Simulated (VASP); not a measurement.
# TiAl3 (Pm-3m) in VASP: further runs, part 2 of 2

VASP 6.6.1.

### Step 3. Single point, r2SCAN

This run uses another cell than the first one, of 11.93 Å³/atom.

The input, POSCAR:

```
TiAl3
1.0
    3.6267548088      0.0000000000      0.0000000000
    0.0000000000      3.6267548088      0.0000000000
    0.0000000000      0.0000000000      3.6267548088
Ti Al
1 3
Direct
    0.0000000000      0.0000000000      0.0000000000
    0.5000000000      0.5000000000      0.0000000000
    0.5000000000      0.0000000000      0.5000000000
    0.0000000000      0.5000000000      0.5000000000
```

The input, INCAR.step1:

```
ALGO     = Normal         # electronic algorithm
EDIFF    = 1E-4           # SCF threshold, eV
ENCUT    = 520            # plane-wave cutoff, eV
GGA      = PE             # functional
ISMEAR   = 0              # smearing method
LASPH    = T              # aspherical terms in the spheres
LCHARG   = F              # write CHGCAR
LREAL    = F              # projectors in reciprocal space
LWAVE    = T              # write WAVECAR
NBANDS   = 18             # bands
NELM     = 80             # most SCF steps
PREC     = Accurate       # precision mode
SIGMA    = 0.1            # smearing width, eV
```

The input, INCAR.step2:

```
ALGO     = Normal         # electronic algorithm
EDIFF    = 1E-7           # SCF threshold, eV
ENCUT    = 520            # plane-wave cutoff, eV
ISIF     = 2              # what is computed and relaxed
ISMEAR   = 0              # smearing method
ISTART   = 1            
LASPH    = T              # aspherical terms in the spheres
LCHARG   = F              # write CHGCAR
LMIXTAU  = T            
LREAL    = F              # projectors in reciprocal space
LWAVE    = F              # write WAVECAR
METAGGA  = R2SCAN         # meta-GGA
NBANDS   = 18             # bands
NELM     = 80             # most SCF steps
PREC     = Accurate       # precision mode
SIGMA    = 0.1            # smearing width, eV
```

The input, KPOINTS:

```
k-points
0
Gamma
  12 12 12
```

Potentials or basis: VASP PAW PBE potentials, release 64 (Ti_sv, Al).

Launch:

```console
> cat potpaw_PBE.64/Ti_sv/POTCAR potpaw_PBE.64/Al/POTCAR > POTCAR
> cp INCAR.step1 INCAR
> mpirun -np 1 vasp_std > vasp.out
> cp INCAR.step2 INCAR
> mpirun -np 1 vasp_std > vasp.out
```

OUTCAR:

```text
EDIFF = 1E-7
   ENCUT = 520
   ISIF = 2
   ISMEAR = 0
   ISTART = 1
   LASPH = T
   LREAL = F
   METAGGA = R2SCAN
   NELM = 80
   PREC = Accurate

 ion  position               nearest neighbor table
   1  0.000  0.000  0.000-   2 2.56   3 2.56   4 2.56   3 2.56   4 2.56   2 2.56   4 2.56   4 2.56
                             2 2.56   3 2.56   3 2.56   2 2.56
   2  0.500  0.500  0.000-   1 2.56   3 2.56   4 2.56   3 2.56   4 2.56   1 2.56   3 2.56   3 2.56
                             1 2.56   4 2.56   4 2.56   1 2.56
   3  0.500  0.000  0.500-   1 2.56   2 2.56   4 2.56   1 2.56   2 2.56   2 2.56   4 2.56   2 2.56
                             1 2.56   4 2.56   1 2.56   4 2.56
   4  0.000  0.500  0.500-   1 2.56   2 2.56   3 2.56   1 2.56   2 2.56   1 2.56   3 2.56   1 2.56
                             2 2.56   3 2.56   2 2.56   3 2.56

  LATTYP: Found a simple cubic cell.
 ALAT       =     3.6267548088

  Lattice vectors:

 A1 = (   3.6267548088,   0.0000000000,   0.0000000000)
 A2 = (   0.0000000000,   3.6267548088,   0.0000000000)
 A3 = (   0.0000000000,   0.0000000000,   3.6267548088)

Analysis of symmetry for initial positions (statically):
=====================================================================
[... 181 lines left out ...]
 fundamental gap:      0.0078112752
 Fermi energy:        12.2493685613

 k-point     1 :       0.0000    0.0000    0.0000
  band No.  band energies     occupation
      1     -46.3856      2.00000
      2     -21.7550      2.00000
      3     -21.7549      2.00000
      4     -21.7549      2.00000
      5      -0.8423      2.00000
      6       8.3452      2.00000
[... 481 lines left out ...]
      5       2.2721      2.00000
      6       4.5003      2.00000
[... 10 lines left out ...]
     17      17.9712      0.00000
     18      19.8131      0.00000

 [... further k-points ...]

------------------------ aborting loop because EDIFF is reached ----------------------------------------

  FORCE on cell =-STRESS in cart. coord.  units (eV):
  Direction    XX          YY          ZZ          XY          YZ          ZX
  --------------------------------------------------------------------------------------
  -------------------------------------------------------------------------------------
  Total       14.8794071     14.8794071     14.8794071      0.0000000      0.0000000      0.0000000
  in kB      499.7371335    499.7371335    499.7371335      0.0000000      0.0000000      0.0000000
  external PRESSURE =     499.7371335 kB  Pullay stress =       0.0000000 kB

 VOLUME and BASIS-vectors are now :
 -----------------------------------------------------------------------------
  energy-cutoff  :      520.00
  volume of cell :       47.70
      direct lattice vectors                 reciprocal lattice vectors
     3.626754809  0.000000000  0.000000000     0.275728593  0.000000000  0.000000000
     0.000000000  3.626754809  0.000000000     0.000000000  0.275728593  0.000000000
     0.000000000  0.000000000  3.626754809     0.000000000  0.000000000  0.275728593

 POSITION                                       TOTAL-FORCE (eV/Angst)
 -----------------------------------------------------------------------------------
      0.00000      0.00000      0.00000         0.000000      0.000000      0.000000
      1.81338      1.81338      0.00000         0.000000      0.000000      0.000000
      1.81338      0.00000      1.81338         0.000000      0.000000      0.000000
      0.00000      1.81338      1.81338         0.000000      0.000000      0.000000
 -----------------------------------------------------------------------------------
    total drift:                               -0.000000     -0.000000     -0.000000

  FREE ENERGIE OF THE ION-ELECTRON SYSTEM (eV)
  ---------------------------------------------------
  free  energy   TOTEN  =       -33.0285910457 eV

  energy  without entropy=      -33.0189370571  energy(sigma->0) =      -33.02376405
```

OUTCAR.step1:

```text
EDIFF = 1E-4
   ENCUT = 520
   GGA = PE
   ISMEAR = 0
[... 737 lines left out ...]
      0.00000      0.00000      0.00000         0.000000      0.000000      0.000000
      1.81338      1.81338      0.00000         0.000000      0.000000      0.000000
      1.81338      0.00000      1.81338         0.000000      0.000000      0.000000
      0.00000      1.81338      1.81338         0.000000      0.000000      0.000000
 -----------------------------------------------------------------------------------
    total drift:                               -0.000000     -0.000000     -0.000000

  FREE ENERGIE OF THE ION-ELECTRON SYSTEM (eV)
  ---------------------------------------------------
  free  energy   TOTEN  =       -18.5955147141 eV

  energy  without entropy=      -18.5851603179  energy(sigma->0) =      -18.59033752
```

OSZICAR.step1:

```text
N       E                     dE             d eps       ncg     rms          rms(c)
DAV:   1     0.136151786463E+03    0.13615E+03   -0.94371E+03  3024   0.113E+03
DAV:   2    -0.111238844343E+02   -0.14728E+03   -0.14334E+03  3098   0.307E+02
DAV:   3    -0.198898658662E+02   -0.87660E+01   -0.85917E+01  4484   0.693E+01
DAV:   4    -0.201332057115E+02   -0.24334E+00   -0.24272E+00  3674   0.106E+01
DAV:   5    -0.201419237989E+02   -0.87181E-02   -0.87167E-02  4390   0.196E+00    0.153E+01
DAV:   6    -0.190211800865E+02    0.11207E+01   -0.14724E+01  3894   0.333E+01    0.595E+00
DAV:   7    -0.186372054073E+02    0.38397E+00   -0.41471E+00  3830   0.169E+01    0.489E+00
DAV:   8    -0.186092187189E+02    0.27987E-01   -0.49579E-01  4194   0.609E+00    0.114E+00
DAV:   9    -0.185957965433E+02    0.13422E-01   -0.14016E-01  3780   0.332E+00    0.359E-01
DAV:  10    -0.185967396737E+02   -0.94313E-03   -0.40136E-03  3736   0.496E-01    0.335E-01
DAV:  11    -0.185955612853E+02    0.11784E-02   -0.97859E-03  4024   0.829E-01    0.145E-01
DAV:  12    -0.185955147141E+02    0.46571E-04   -0.49027E-04  3574   0.203E-01
   1 F= -.18595515E+02 E0= -.18590338E+02  d E =-.103544E-01
```

It took 6.4 min on 1 thread of AMD EPYC 7R13, shared host; peak memory 0.18 GiB.

What came out:

* Free energy: -33.0286 eV
* Pressure: 50.0 GPa
* Band gap on the k mesh: zero (an odd number of electrons rules out a gap without spin polarisation)

Caveat: the cell stands under pressure; the PAW data sets were made with another functional, which shifts forces and pressure a little.

### Step 4. Single point, r2SCAN

This run uses another cell than the first one, of 13.21 Å³/atom.

The input, POSCAR:

```
TiAl3
1.0
    3.7524193730      0.0000000000      0.0000000000
    0.0000000000      3.7524193730      0.0000000000
    0.0000000000      0.0000000000      3.7524193730
Ti Al
1 3
Direct
    0.0000000000      0.0000000000      0.0000000000
    0.5000000000      0.5000000000      0.0000000000
    0.5000000000      0.0000000000      0.5000000000
    0.0000000000      0.5000000000      0.5000000000
```

The input, INCAR.step1:

```
PREC     = Accurate       # precision mode
ENCUT    = 520            # plane-wave cutoff, eV
ISMEAR   = 0              # smearing method
SIGMA    = 0.1            # smearing width, eV
LREAL    = False          # projectors in reciprocal space
LASPH    = True           # aspherical terms in the spheres
NELM     = 100            # most SCF steps
NBANDS   = 18             # bands
GGA      = PE             # functional
ALGO     = Normal         # electronic algorithm
EDIFF    = 1E-4           # SCF threshold, eV
LWAVE    = True           # write WAVECAR
LCHARG   = False          # write CHGCAR
```

The input, INCAR.step2:

```
PREC     = Accurate       # precision mode
ENCUT    = 520            # plane-wave cutoff, eV
EDIFF    = 1E-7           # SCF threshold, eV
ISMEAR   = 0              # smearing method
SIGMA    = 0.1            # smearing width, eV
LREAL    = False          # projectors in reciprocal space
LASPH    = True           # aspherical terms in the spheres
NELM     = 100            # most SCF steps
ALGO     = Normal         # electronic algorithm
ISIF     = 2              # what is computed and relaxed
LWAVE    = False          # write WAVECAR
LCHARG   = True           # write CHGCAR
METAGGA  = R2SCAN         # meta-GGA
LMIXTAU  = True         
LELF     = True           # ELF
LVHAR    = True         
NBANDS   = 18             # bands
ISTART   = 1
```

The input, KPOINTS:

```
Automatic mesh
0
Gamma
  12 12 12
```

Launch:

```console
> cat potpaw_PBE.64/Ti_sv/POTCAR potpaw_PBE.64/Al/POTCAR > POTCAR
> cp INCAR.step1 INCAR
> mpirun -np 1 vasp_std > vasp.out
> cp INCAR.step2 INCAR
> mpirun -np 1 vasp_std > vasp.out
```

Run time: 6.9 min. Hardware: 1 thread of AMD EPYC 7R13, shared host; peak memory 0.19 GiB.

Results (log left out):

- Free energy: -34.2005 eV
- Pressure: 24.9 GPa
- Band gap on the k mesh: zero (an odd number of electrons rules out a gap without spin polarisation)

Levels at points of the mesh, in eV from the Fermi level:
| k point | band 6 | band 7 | band 8 | band 9 | band 10 | band 11 | band 12 | band 13 | band 14 | band 15 |
| --- | --- | --- | --- | --- | --- | --- | --- | --- | --- | --- |
| (0.00, 0.00, 0.00) | -3.61 | -3.61 | -2.48 | -2.48 | -2.48 | 0.10 | 0.10 | 0.10 | 0.50 | 5.87 |
| (0.50, 0.00, 0.00) | -9.16 | -2.79 | -2.79 | -2.77 | 0.46 | 0.83 | 0.89 | 0.89 | 1.46 | 2.74 |
| (0.50, 0.50, 0.00) | -6.87 | -6.87 | -5.91 | -1.59 | -1.59 | 0.71 | 1.12 | 1.33 | 1.71 | 4.31 |
| (0.50, 0.50, 0.50) | -5.79 | -5.79 | -5.79 | -4.10 | -4.10 | -4.10 | 0.53 | 1.77 | 1.77 | 3.73 |

Caveat: the cell stands under pressure; the PAW data sets were made with another functional, which shifts forces and pressure a little.

### Step 5. Relaxation of cell and atoms, r2SCAN, target pressure 12 GPa, at which the enthalpy is minimised

This run uses another cell than the first one, of 14.16 Å³/atom.

The input, POSCAR:

```
TiAl3
1.0
    3.8399709476      0.0000000000      0.0000000000
    0.0000000000      3.8399709476      0.0000000000
    0.0000000000      0.0000000000      3.8399709476
Ti Al
1 3
Direct
    0.0000000000      0.0000000000      0.0000000000
    0.5000000000      0.5000000000      0.0000000000
    0.5000000000      0.0000000000      0.5000000000
    0.0000000000      0.5000000000      0.5000000000
```

The input, INCAR.step1:

```
SYSTEM = TiAl3
  ALGO = Normal
  EDIFF = 1E-4
  ENCUT = 600
  GGA = PE
  ISMEAR = 0
  LASPH = .True.
  LCHARG = .False.
  LREAL = .False.
  LWAVE = .True.
  NELM = 80
  PREC = Accurate
  SIGMA = 0.1
```

The input, INCAR.step2:

```
SYSTEM = TiAl3
  ALGO = Normal
  EDIFF = 1E-7
  EDIFFG = -0.008
  ENCUT = 600
  IBRION = 2
  ISIF = 3
  ISMEAR = 0
  ISTART = 1
  LASPH = .True.
  LCHARG = .False.
  LMIXTAU = .True.
  LREAL = .False.
  LWAVE = .False.
  METAGGA = R2SCAN
  NELM = 80
  NSW = 70
  PREC = Accurate
  PSTRESS = 120.0
  SIGMA = 0.1
```

The input, KPOINTS:

```
k-points
0
Gamma
  10 10 10
  0 0 0
```

Launch:

```console
> cat potpaw_PBE.64/Ti_sv/POTCAR potpaw_PBE.64/Al/POTCAR > POTCAR
> cp INCAR.step1 INCAR
> mpirun -np 1 vasp_std > vasp.out
> cp INCAR.step2 INCAR
> mpirun -np 1 vasp_std > vasp.out
```

Run time: 10 min. Hardware: 1 thread of AMD EPYC 7R13, shared host; peak memory 0.2 GiB.

The run converged. Its results:

```
Free energy                                                : -34.6430 eV
Relaxed volume                                             : 14.17 Å³/atom
Relaxed cell                                               : a = 3.842 Å, b = 3.842 Å, c = 3.842 Å, α = 90.00°, β = 90.00°, γ = 90.00°
Space group after relaxing (to 0.1 Å)                      : Pm-3m (No. 221)
Energy change on relaxing (the run minimises the enthalpy) : -1.5 meV/atom
Ionic steps                                                : 3
Pressure after relaxing                                    : 12.0 GPa
Band gap on the k mesh                                     : zero (an odd number of electrons rules out a gap without spin polarisation)
```

The path:
```csv
step,energy change (eV),largest force (eV/Å),pressure (GPa),volume (Å³)
1,0.0000,0.0000,12.18,56.62
2,-0.0098,0.0000,11.81,56.75
3,-0.0058,0.0000,11.96,56.70
```

Final structure:
```
Ti Al
1.0
     3.84172    0.00000    0.00000
     0.00000    3.84172    0.00000
     0.00000    0.00000    3.84172
Ti Al
1 3
Direct
  0.00000 0.00000 0.00000
  0.50000 0.50000 0.00000
  0.50000 0.00000 0.50000
  0.00000 0.50000 0.50000
```

Levels at points of the mesh, in eV from the Fermi level:
```
           k point  band 6  band 7  band 8  band 9  band 10  band 11  band 12  band 13  band 14
(0.00, 0.00, 0.00)   -3.45   -3.45   -2.48   -2.48    -2.48     0.09     0.09     0.09     0.54
(0.50, 0.00, 0.00)   -8.90   -2.67   -2.67   -2.58     0.41     0.76     0.76     0.83     1.31
(0.50, 0.50, 0.00)   -6.75   -6.75   -5.72   -1.52    -1.52     0.65     1.08     1.19     1.55
(0.50, 0.50, 0.50)   -5.64   -5.64   -5.64   -4.04    -4.04    -4.04     0.35     1.61     1.61
```

Caveat: the cell is relaxed towards a set pressure, so the run minimises the enthalpy, not the energy; the PAW data sets were made with another functional, which shifts forces and pressure a little.

### Step 6. Summary

```tsv
task	cell	k mesh	cutoff (eV)	gap on the mesh (eV)	pressure (GPa)
single point	a = 3.489 Å, 4 atoms	12 × 12 × 12	520	none	90.2
single point	a = 3.627 Å, 4 atoms	12 × 12 × 12	520	none	50.0
single point	a = 3.752 Å, 4 atoms	12 × 12 × 12	520	none	24.9
relaxation of cell and atoms	relaxed to 12 GPa from a = 3.840 Å, 4 atoms	10 × 10 × 10	600	none	12.0
```

Alike in all rows: level r2SCAN; potentials or basis VASP PAW PBE potentials, release 64 (Ti_sv, Al); no spin polarisation; smearing gaussian 0.1 eV.

Caveats: the PAW data sets were made with another functional, which shifts forces and pressure a little; the cell stands under pressure (at least some runs); the cell is relaxed towards a set pressure, so the run minimises the enthalpy, not the energy (at least some runs).

Total energies depend on the potentials used, so only differences within one code and one set of settings carry meaning.
